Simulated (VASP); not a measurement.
Write the native input for VASP 6.6.1 that does the following.

```yaml
Task: relaxation of cell and atoms
Functional: RPBE
Potentials_or_basis: VASP PAW PBE potentials, release 64 (Pd)
Cutoff: 600 eV
k_mesh: 11 × 11 × 11
Occupations: fermi-dirac, width 0.05 eV
Spin: collinear spin
Starting_moments: "[0.5, -0.5] μB"
Dipole_correction: no
Further_INCAR_settings: ALGO = Normal; EDIFF = 1e-06; IBRION = 2; EDIFFG = -0.01; NSW = 80; ISIF = 3
```

The structure of Pd lies in POSCAR:

```
Pd
1.0
    0.0000000000      2.5140960172      2.5140960172
    2.5140960172      0.0000000000      2.5140960172
    2.5140960172      2.5140960172      0.0000000000
Pd
2
Direct
    0.0000000000      0.0000000000      0.0000000000
    0.5000000000      0.5000000000      0.5000000000
```

This isn't the form of Pd at room conditions, which is fcc.

One way to write it, as run:

INCAR

```
  PREC = Accurate
  ENCUT = 600
  EDIFF = 1E-6
  ISMEAR = -1
  SIGMA = 0.05
  LREAL = False
  LASPH = True
  NELM = 150
  ALGO = Normal
  ISIF = 3
  LWAVE = False
  LCHARG = False
  ISPIN = 2
  MAGMOM = 0.5 -0.5
  LORBIT = 11
  LMAXMIX = 4
  GGA = RP
  IBRION = 2
  NSW = 80
  EDIFFG = -0.01
```

KPOINTS

```
Automatic mesh
0
Gamma
  11 11 11
```

Potentials or basis: VASP PAW PBE potentials, release 64 (Pd).

The run is started by

```sh
$ cat potpaw_PBE.64/Pd/POTCAR > POTCAR
$ mpirun -np 1 vasp_std > vasp.out
```

It gave:

```yaml
Relaxed_volume: 18.42 Å³/atom
Relaxed_cell: a = 3.735 Å, b = 3.735 Å, c = 3.735 Å, α = 60.00°, β = 60.00°, γ = 60.00°
Space_group_after_relaxing_to_0.1_Å: Pm-3m (No. 221)
Energy_gained_by_relaxing: 152.5 meV/atom
Ionic_steps: 4
Pressure_after_relaxing: -0.1 GPa
Band_gap_on_the_k_mesh: zero (filled and empty bands overlap)
Net_moment: 0.00 μB per cell
Valence_electrons_inside_the_program's_atomic_spheres: Pd 9.30
```

Caveat: the volume moved by over 15 % at a fixed basis, so the end points are rough; the PAW data sets were made with another functional, which shifts forces and pressure a little.

It took 86 s on 1 thread of AMD EPYC 9R45 96-Core Processor (Zen 5) (shared host), peak memory 0.17 GiB.
